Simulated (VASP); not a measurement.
# Gd (Im-3m) in VASP: a series of runs

Runs on Gd. Level: r2SCAN. Tasks: single point.

All numbers are computed with VASP 6.6.1; they aren't measurements. Logs are shortened: lines on timing, memory, paths and dates and some standing lists are left out, and cuts for length are marked.

## (1) The cell of the first run

Symmetry: Im-3m, No. 229, cubic system. The conventional cell has a = 3.487 Å, b = 3.487 Å, c = 3.487 Å, α = 90.00°, β = 90.00°, γ = 90.00°. Within 4.0 Å of Gd (site symmetry m-3m) lie 14 Gd at 3.02 to 3.49 Å.

This isn't the form of Gd at room conditions, which is hcp.

## (2) Single point, r2SCAN, collinear spin, ferromagnetic start

File POSCAR:

```
Gd
1.0
   -1.7434207498      1.7434207498      1.7434207498
    1.7434207498     -1.7434207498      1.7434207498
    1.7434207498      1.7434207498     -1.7434207498
Gd
1
Direct
    0.0000000000      0.0000000000      0.0000000000
```

File INCAR.step1:

```
PREC     = Accurate       # precision mode
ENCUT    = 520            # plane-wave cutoff, eV
ISMEAR   = -1             # smearing method
SIGMA    = 0.05           # smearing width, eV
LREAL    = F              # projectors in reciprocal space
LASPH    = T              # aspherical terms in the spheres
NELM     = 150            # most SCF steps
ISPIN    = 2              # spin polarisation
MAGMOM   = 7              # initial moments
LMAXMIX  = 6              # l up to which the mixer works
NBANDS   = 19             # bands
GGA      = PE             # functional
ALGO     = Normal         # electronic algorithm
EDIFF    = 1E-4           # SCF threshold, eV
LWAVE    = T              # write WAVECAR
LCHARG   = F              # write CHGCAR
```

File INCAR.step2:

```
PREC     = Accurate       # precision mode
ENCUT    = 520            # plane-wave cutoff, eV
EDIFF    = 1E-7           # SCF threshold, eV
ISMEAR   = -1             # smearing method
SIGMA    = 0.05           # smearing width, eV
LREAL    = F              # projectors in reciprocal space
LASPH    = T              # aspherical terms in the spheres
NELM     = 150            # most SCF steps
ALGO     = Normal         # electronic algorithm
ISIF     = 2              # what is computed and relaxed
LWAVE    = F              # write WAVECAR
LCHARG   = F              # write CHGCAR
ISPIN    = 2              # spin polarisation
MAGMOM   = 7              # initial moments
LORBIT   = 11             # projections on sites
LMAXMIX  = 6              # l up to which the mixer works
METAGGA  = R2SCAN         # meta-GGA
LMIXTAU  = T            
NBANDS   = 19             # bands
ISTART   = 1
```

File KPOINTS:

```
regular mesh
0
Gamma
  9 9 9
```

Potentials or basis: VASP PAW PBE potentials, release 64 (Gd).

Started as:

```console
> cat potpaw_PBE.64/Gd/POTCAR > POTCAR
> cp INCAR.step1 INCAR
> mpirun -np 1 vasp_std > vasp.out
> cp INCAR.step2 INCAR
> mpirun -np 1 vasp_std > vasp.out
```

OUTCAR:

```text
PREC = Accurate
   ENCUT = 520
   EDIFF = 1E-7
   ISMEAR = -1
   LREAL = F
   LASPH = T
   NELM = 150
   ISIF = 2
   ISPIN = 2
   LORBIT = 11
   METAGGA = R2SCAN
   ISTART = 1

 ion  position               nearest neighbor table
   1  0.000  0.000  0.000-

  LATTYP: Found a body centered cubic cell.
 ALAT       =     3.4868414996

  Lattice vectors:

 A1 = (  -1.7434207498,   1.7434207498,   1.7434207498)
 A2 = (   1.7434207498,  -1.7434207498,   1.7434207498)
 A3 = (   1.7434207498,   1.7434207498,  -1.7434207498)

Analysis of symmetry for initial positions (statically):
=====================================================================
 Subroutine PRICEL returns:
 Original cell was already a primitive cell.

 Routine SETGRP: Setting up the symmetry group for a
 body centered cubic supercell.

 Subroutine GETGRP returns: Found 48 space group operations
 (whereof 48 operations were pure point group operations)
 out of a pool of 48 trial point group operations.

The static configuration has the point symmetry O_h .

Analysis of symmetry for dynamics (positions and initial velocities):
=====================================================================
 Subroutine PRICEL returns:
 Original cell was already a primitive cell.

 Routine SETGRP: Setting up the symmetry group for a
 body centered cubic supercell.

 Subroutine GETGRP returns: Found 48 space group operations
 (whereof 48 operations were pure point group operations)
 out of a pool of 48 trial point group operations.

The dynamic configuration has the point symmetry O_h .

Analysis of structural, dynamic, and magnetic symmetry:
=====================================================================
 Subroutine PRICEL returns:
 Original cell was already a primitive cell.

 Routine SETGRP: Setting up the symmetry group for a
 body centered cubic supercell.

 Subroutine GETGRP returns: Found 48 space group operations
 (whereof 48 operations were pure point group operations)
 out of a pool of 48 trial point group operations.

The overall configuration has the point symmetry O_h .

 Subroutine INISYM returns: Found 48 space group operations
 (whereof 48 operations are pure point group operations),
 and found     1 'primitive' translations

----------------------------------------------------------------------------------------

                                     Primitive cell

  volume of cell :      21.1966

  direct lattice vectors                    reciprocal lattice vectors
    -1.743420750  1.743420750  1.743420750     0.000000000  0.286792503  0.286792503
     1.743420750 -1.743420750  1.743420750     0.286792503  0.000000000  0.286792503
     1.743420750  1.743420750 -1.743420750     0.286792503  0.286792503  0.000000000

  length of vectors
     3.019693318  3.019693318  3.019693318     0.405585847  0.405585847  0.405585847

  position of ions in fractional coordinates (direct lattice)
     0.000000000  0.000000000  0.000000000

  ion indices of the primitive-cell ions
   primitive index   ion index
                 1           1

----------------------------------------------------------------------------------------

 KPOINTS: regular mesh

Automatic generation of k-mesh.
 Grid dimensions read from file:
 generate k-points for:    9    9    9

 Generating k-lattice:

  Cartesian coordinates                     Fractional coordinates (reciprocal lattice)
     0.000000000  0.031865834  0.031865834     0.111111111  0.000000000  0.000000000
     0.031865834  0.000000000  0.031865834     0.000000000  0.111111111  0.000000000
     0.031865834  0.031865834  0.000000000     0.000000000  0.000000000  0.111111111

  Length of vectors
     0.045065094  0.045065094  0.045065094

  Shift w.r.t. Gamma in fractional coordinates (k-lattice)
     0.000000000  0.000000000  0.000000000

 Subroutine IBZKPT returns following result:
 ===========================================

 Found     35 irreducible k-points:

 Following reciprocal coordinates:
            Coordinates               Weight
  0.000000  0.000000  0.000000      1.000000
  0.111111  0.000000  0.000000     12.000000
  0.222222  0.000000  0.000000     12.000000
  0.333333  0.000000  0.000000     12.000000
  0.444444  0.000000  0.000000     12.000000
  0.111111  0.111111  0.000000     24.000000
[... 16 lines left out ...]
 -0.333333  0.444444  0.111111     48.000000
 -0.444444 -0.444444  0.111111     24.000000
 [... further k-points ...]
   k-points           NKPTS =     35   k-points in BZ     NKDIM =     35   number of bands    NBANDS=     19
   number of dos      NEDOS =    301   number of ions     NIONS =      1
   total plane-waves  NPLWV =  13824
   dimension x,y,z NGX =    24 NGY =   24 NGZ =   24
   dimension x,y,z NGXF=    48 NGYF=   48 NGZF=   48
   ions per type =               1
   NGX,Y,Z   is equivalent  to a cutoff of  13.21, 13.21, 13.21 a.u.
   NGXF,Y,Z  is equivalent  to a cutoff of  26.43, 26.43, 26.43 a.u.
 SYSTEM =  unknown system
   PREC   = accura    normal or accurate (medium, high low for compatibility)
   ISTART =      1    job   : 0-new  1-cont  2-samecut
   ICHARG =      0    charge: 1-file 2-atom 10-const
   ISPIN  =      2    spin polarized calculation?
   LNONCOLLINEAR =      F non collinear calculations
   LSORBIT =      F    spin-orbit coupling
   LASPH  =      T    aspherical Exc in radial PAW
   ENCUT  =  520.0 eV  38.22 Ry    6.18 a.u.   5.61  5.61  5.61*2*pi/ulx,y,z
   NELM   =    150;   NELMIN=  2; NELMDL=  0     # of ELM steps
   EDIFF  = 0.1E-06   stopping-criterion for ELM
   LREAL  =      F    real-space projection
   EDIFFG = 0.1E-05   stopping-criterion for IOM
   NSW    =      0    number of steps for IOM
   IBRION =     -1    ionic relax: 0-MD 1-quasi-New 2-CG
   NFREE  =      0    steps in history (QN), initial steepest desc. (CG)
   ISIF   =      2    stress and relaxation
   ISYM   =      2    0-nonsym 1-usesym 2-fastsym
   POTIM  = 0.5000    time-step for ionic-motion
   TEBEG  =    0.0;   TEEND  =   0.0 temperature during run
   PSTRESS=    0.0 pullay stress
   NELECT =      18.0000    total number of electrons
   NUPDOWN=      -1.0000    fix difference up-down
   EMIN   =  10.00;   EMAX   =-10.00  energy-range for DOS
   EFERMI =   0.00;   METHOD = LEGACY
   ISMEAR =    -1;   SIGMA  =   0.05  broadening in eV -4-tet -1-fermi 0-gaus
   EFERMI_NEDOS =   21; number of points for ismear=-14 and -15
   IALGO  =     38    algorithm
   IMIX   =      4    mixing-type and parameters
     AMIX     =   0.40;   BMIX     =  1.00
     AMIX_MAG =   1.60;   BMIX_MAG =  1.00
  volume/ion in A,a.u.               =      21.20       143.04
  Fermi-wavevector in a.u.,A,eV,Ry     =   1.550280  2.929604 32.699805  2.403368
  Thomas-Fermi vector in A             =   2.654966
   LORBIT       =     11    0 simple, 1 ext, 2 COOP (PROOUT), +10 PAW based schemes
   METAGGA = R2SCAN    functional components
   LHFCALC =     F    Hartree Fock is set to
   AEXX    =    0.0000 exact exchange contribution
   IVDW    =     0    specifies the selected vdW correction
   LEPSILON=     F    determine dielectric tensor
   LRPA    =     F    only Hartree local field effects (RPA)
 spin polarized calculation
  energy-cutoff  :      520.00
  volume of cell :       21.20
 maximum number of plane-waves:       603
   NGX = 11   NGY = 11   NGZ = 11

 number of electron      18.0000009 magnetization       7.7850301

 Free energy of the ion-electron system (eV)
  ---------------------------------------------------
  ext. energy  EPLUGINS =         0.00000000
  ---------------------------------------------------
  free energy    TOTEN  =       -40.08285592 eV

  energy without entropy =      -40.07518263  energy(sigma->0) =      -40.07901928

 E-fermi :   5.5237     XC(G=0): -13.0533

 val. band max:        5.5148655044   @ k =  -0.3333   0.3333   0.1111
 cond. band min:       5.5259327212   @ k =  -0.2222   0.3333   0.1111
 fundamental gap:      0.0110672169
 Fermi energy:         5.5237018835

 spin component 1

 k-point     1 :       0.0000    0.0000    0.0000
  band No.  band energies     occupation
      1     -41.2740      1.00000
      2     -16.7024      1.00000
      3     -16.7024      1.00000
      4     -16.7023      1.00000
      5      -0.2425      1.00000
      6       0.3455      1.00000
[... 11 lines left out ...]
     18      18.5186      0.00000
     19      18.5186      0.00000

 k-point     2 :       0.1111    0.0000    0.0000
  band No.  band energies     occupation
      1     -41.2257      1.00000
      2     -17.0593      1.00000
      3     -16.8009      1.00000
      4     -16.7080      1.00000
      5       0.3476      1.00000
      6       0.3572      1.00000
[... 476 lines left out ...]
 k-point    24 :      -0.4444   -0.4444    0.1111
  band No.  band energies     occupation
      1     -40.7745      1.00000
      2     -19.0393      1.00000
      3     -17.9209      1.00000
      4     -17.1223      1.00000
      5       0.4107      1.00000
      6       0.4586      1.00000
[... 11 lines left out ...]
     18      18.7042      0.00000
     19      21.2297      0.00000

 [... further k-points ...]

 spin component 2

 k-point     1 :       0.0000    0.0000    0.0000
  band No.  band energies     occupation
      1     -37.4168      1.00000
      2     -13.7253      1.00000
      3     -13.7253      1.00000
      4     -13.7253      1.00000
      5       1.5976      1.00000
      6       7.1796      0.00000
[... 11 lines left out ...]
     18      20.5443      0.00000
     19      20.5443      0.00000

 k-point     2 :       0.1111    0.0000    0.0000
  band No.  band energies     occupation
      1     -37.3579      1.00000
      2     -14.1478      1.00000
      3     -13.8366      1.00000
      4     -13.7355      1.00000
      5       2.2706      1.00000
      6       6.9600      0.00000
[... 476 lines left out ...]
 k-point    24 :      -0.4444   -0.4444    0.1111
  band No.  band energies     occupation
      1     -36.8043      1.00000
      2     -16.4221      1.00000
      3     -15.1171      1.00000
      4     -14.2154      1.00000
      5       4.2953      1.00000
      6       6.3678      0.00000
[... 11 lines left out ...]
     18      21.0890      0.00000
     19      23.3703      0.00000

 [... further k-points ...]

------------------------ aborting loop because EDIFF is reached ----------------------------------------

  FORCE on cell =-STRESS in cart. coord.  units (eV):
  Direction    XX          YY          ZZ          XY          YZ          ZX
  --------------------------------------------------------------------------------------
  -------------------------------------------------------------------------------------
  Total        3.9778464      3.9778464      3.9778464      0.0000000      0.0000000     -0.0000000
  in kB      300.6712939    300.6712939    300.6712939      0.0000000      0.0000000     -0.0000000
  external PRESSURE =     300.6712939 kB  Pullay stress =       0.0000000 kB

 VOLUME and BASIS-vectors are now :
 -----------------------------------------------------------------------------
  energy-cutoff  :      520.00
  volume of cell :       21.20
      direct lattice vectors                 reciprocal lattice vectors
    -1.743420750  1.743420750  1.743420750     0.000000000  0.286792503  0.286792503
     1.743420750 -1.743420750  1.743420750     0.286792503  0.000000000  0.286792503
     1.743420750  1.743420750 -1.743420750     0.286792503  0.286792503  0.000000000

 POSITION                                       TOTAL-FORCE (eV/Angst)
 -----------------------------------------------------------------------------------
      0.00000      0.00000      0.00000        -0.000000      0.000000      0.000000
 -----------------------------------------------------------------------------------
    total drift:                                0.000000      0.000000     -0.000000

  FREE ENERGIE OF THE ION-ELECTRON SYSTEM (eV)
  ---------------------------------------------------
  free  energy   TOTEN  =       -40.0828559243 eV

  energy  without entropy=      -40.0751826349  energy(sigma->0) =      -40.07901928

 total charge

# of ion       s       p       d       f       tot
--------------------------------------------------
    1        2.103   5.553   0.958   6.938  15.552

 magnetization (x)

# of ion       s       p       d       f       tot
--------------------------------------------------
    1        0.013  -0.087   0.365   6.841   7.131
```

It took 2.7 min on 1 thread of Oxide Virtual Turin-like, shared host; peak memory 0.15 GiB.

Results:

| Quantity | Value |
| --- | --- |
| Free energy | -40.0829 eV |
| Pressure | 30.1 GPa |
| Net moment | 7.79 μB per cell |
| Site moments | Gd +7.13 μB |
| Valence electrons inside the program's atomic spheres | Gd 15.55 |

Levels at points of the mesh, in eV from the Fermi level:
Spin up:
```csv
k point,band 9,band 10,band 11,band 12,band 13,band 14,band 15,band 16,band 17,band 18
"(0.00, 0.00, 0.00)",-4.77,-4.77,-4.77,-4.68,1.48,1.48,1.48,4.99,4.99,12.99
```
Spin down:
| k point | band 3 | band 4 | band 5 | band 6 | band 7 | band 8 |
| --- | --- | --- | --- | --- | --- | --- |
| (0.00, 0.00, 0.00) | -19.25 | -19.25 | -3.93 | 1.66 | 1.66 | 1.66 |

Caveat: the cell stands under pressure; the PAW data sets were made with another functional, which shifts forces and pressure a little; spin-orbit coupling is left out, which moves the levels of the heavy elements; semilocal functionals describe open f shells poorly, which spoils levels, moments and volumes. The state reached can hang on the start; a lower one may exist.

(Continued in part 2 of 2.)
